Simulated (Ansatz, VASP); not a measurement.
**Co: VASP and Ansatz over several settings**

```xyz
2
Lattice="2.4215 0.0000 0.0000 -1.2108 2.0971 0.0000 0.0000 0.0000 3.9391" Properties=species:S:1:pos:R:3 pbc="T T T"
Co    1.2108    0.6990    2.9543
Co    0.0000    1.3981    0.9848
```

Single points on this cell with VASP 6.6.1 and Ansatz 0.2.0. Each row is one pair of runs. Alike in all rows: spin: collinear, typed start; k mesh: 12 × 12 × 7; smearing: fermi-dirac, width 0.05 eV; VASP's potentials, cutoff: VASP PAW PBE potentials, release 64 (Co), 520 eV; Ansatz's potentials, cutoff: Ansatz PAW, 420 eV.

| level | gap on the k mesh at the Fermi level (eV), VASP | gap on the k mesh at the Fermi level (eV), Ansatz | net moment per atom (μB), VASP | net moment per atom (μB), Ansatz |
| --- | --- | --- | --- | --- |
| RPBE+D4 | none | none | 1.53 | 1.54 |
| BLYP+D4 | none | none | 1.49 | 1.50 |
| PBE exchange alone | none | none | 1.59 | 1.60 |

Net moment per atom (μB): the two programs differ by at most 0.008.

VASP's potentials hold 18 valence electrons a cell and Ansatz's 34, so a difference there can come from the potentials and not from the codes.

A gap of «none» marks a metal or a gap that the smearing closes.
